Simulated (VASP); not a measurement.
Set up this calculation in VASP 6.6.1, as the native input.

```yaml
Task: single point
Functional: PBE
Potentials_or_basis: VASP PAW PBE potentials, release 64 (Ru_pv)
Cutoff: 500 eV
k_mesh: 24 × 24 × 12
Occupations: gaussian, width 0.15 eV
Spin: no spin polarisation
Dipole_correction: no
Further_INCAR_settings: ALGO = Normal; EDIFF = 1e-06; NBANDS = 21
```

The structure of Ru lies in POSCAR:

```
Ru
1.0
    2.7057993342      0.0000000000      0.0000000000
   -1.3528996671      2.3432909610      0.0000000000
    0.0000000000      0.0000000000      4.2819000000
Ru
2
Direct
    0.3973458706      0.7946917412      0.2500000000
    0.6666666667      0.3333333333      0.7500000000
```

This cell differs from its parent crystal: atom 1 (Ru) moved by (+0.000, +0.300) A along x and y.

One way to write it, as run:

INCAR

```
SYSTEM = Ru
PREC = Accurate
ENCUT = 500
EDIFF = 1E-6
ISMEAR = 0
SIGMA = 0.15
LREAL = .FALSE.
LASPH = .TRUE.
NELM = 120
ALGO = Normal
ISIF = 2
LWAVE = .FALSE.
LCHARG = .TRUE.
GGA = PE
LELF = .TRUE.
LVHAR = .TRUE.
NBANDS = 21
GGA_COMPAT = .FALSE.
```

KPOINTS

```
Automatic mesh
0
G
  24 24 12
  0 0 0
```

Potentials or basis: VASP PAW PBE potentials, release 64 (Ru_pv).

Run with:

```sh
$ cat potpaw_PBE.64/Ru_pv/POTCAR > POTCAR
$ mpirun -np 1 vasp_std > vasp.out
```

Results of the run:

The pressure is 9.1 GPa, the largest force is 1.833 eV/Å and the band gap on the k mesh is zero (band 14 reaches 14.47 eV, above the bottom of band 15 at 11.47 eV).

Caveat: the cell differs from its parent crystal (atom 1 (Ru) moved by (+0.000, +0.300) A along x and y); forces of over 1 eV/Å act on the atoms, so gaps and moduli don't describe the material at rest.

Run time: 2.6 min on 1 thread of Intel(R) Xeon(R) 6975P-C (Granite Rapids), on a shared host, peak memory 0.52 GiB.
